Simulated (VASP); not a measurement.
Set up this calculation in VASP 6.6.1, as the native input.

```
Task                   : single point
Functional             : r2SCAN
Potentials or basis    : VASP PAW PBE potentials, release 64 (Zn, O_h)
Cutoff                 : 910 eV
k mesh                 : 10 × 10 × 10
Occupations            : gaussian, width 0.01 eV
Spin                   : no spin polarisation
Dipole correction      : no
Further INCAR settings : ALGO = Normal; EDIFF = 1e-06; NBANDS = 16
```

The system is ZnO.

```
Zn O
1.0
     0.00000    2.13377    2.13377
     2.18904    0.00000    2.13377
     2.18904    2.13377    0.00000
Zn O
1 1
Direct
  0.00000 0.00000 0.00000
  0.50000 0.50000 0.50000
```

This cell differs from its parent crystal: uniaxial x strain +2.6%.

These files were run (other wordings do the same):

POSCAR

```
ZnO
1.0
    0.0000000000      2.1337703963      2.1337703963
    2.1890350496      0.0000000000      2.1337703963
    2.1890350496      2.1337703963      0.0000000000
Zn O
1 1
Direct
    0.0000000000      0.0000000000      0.0000000000
    0.5000000000      0.5000000000      0.5000000000
```

INCAR.step1

```
SYSTEM = ZnO
PREC     = Accurate       ! precision mode
ENCUT    = 910            ! plane-wave cutoff, eV
ISMEAR   = 0              ! smearing method
SIGMA    = 0.01           ! smearing width, eV
LREAL    = .FALSE.        ! projectors in reciprocal space
LASPH    = .TRUE.         ! aspherical terms in the spheres
NELM     = 120            ! most SCF steps
NBANDS   = 16             ! bands
GGA      = PE             ! functional
ALGO     = Normal         ! electronic algorithm
EDIFF    = 1E-5           ! SCF threshold, eV
LWAVE    = .TRUE.         ! write WAVECAR
LCHARG   = .FALSE.        ! write CHGCAR
GGA_COMPAT= .FALSE.
```

INCAR.step2

```
SYSTEM = ZnO
PREC     = Accurate       ! precision mode
ENCUT    = 910            ! plane-wave cutoff, eV
EDIFF    = 1E-6           ! SCF threshold, eV
ISMEAR   = 0              ! smearing method
SIGMA    = 0.01           ! smearing width, eV
LREAL    = .FALSE.        ! projectors in reciprocal space
LASPH    = .TRUE.         ! aspherical terms in the spheres
NELM     = 120            ! most SCF steps
ALGO     = Normal         ! electronic algorithm
ISIF     = 2              ! what is computed and relaxed
LWAVE    = .FALSE.        ! write WAVECAR
LCHARG   = .FALSE.        ! write CHGCAR
METAGGA  = R2SCAN         ! meta-GGA
LMIXTAU  = .TRUE.       
NBANDS   = 16             ! bands
ISTART   = 1            
GGA_COMPAT= .FALSE.
```

KPOINTS

```
Automatic mesh
0
G
  10 10 10
  0 0 0
```

Potentials or basis: VASP PAW PBE potentials, release 64 (Zn, O_h).

Run with:

```bash
$ cat potpaw_PBE.64/Zn/POTCAR potpaw_PBE.64/O_h/POTCAR > POTCAR
$ cp INCAR.step1 INCAR
$ mpirun -np 1 vasp_std > vasp.out
$ cp INCAR.step2 INCAR
$ mpirun -np 1 vasp_std > vasp.out
```

It gave:

The pressure is -3.5 GPa and the band gap on the k mesh is 1.35 eV (least direct gap 2.69 eV).

Caveat: the cell differs from its parent crystal (uniaxial x strain +2.6%); the cutoff is under 1.25 times the usual one of these potentials, so pressure, stress and relaxed cells hold a basis-set (Pulay) error; the cell stands under tension; the PAW data sets were made with another functional, which shifts forces and pressure a little.

Wall time 2.9 min on 1 thread of Intel(R) Xeon(R) Platinum 8559C (Emerald Rapids) (shared host), peak memory 0.22 GiB.
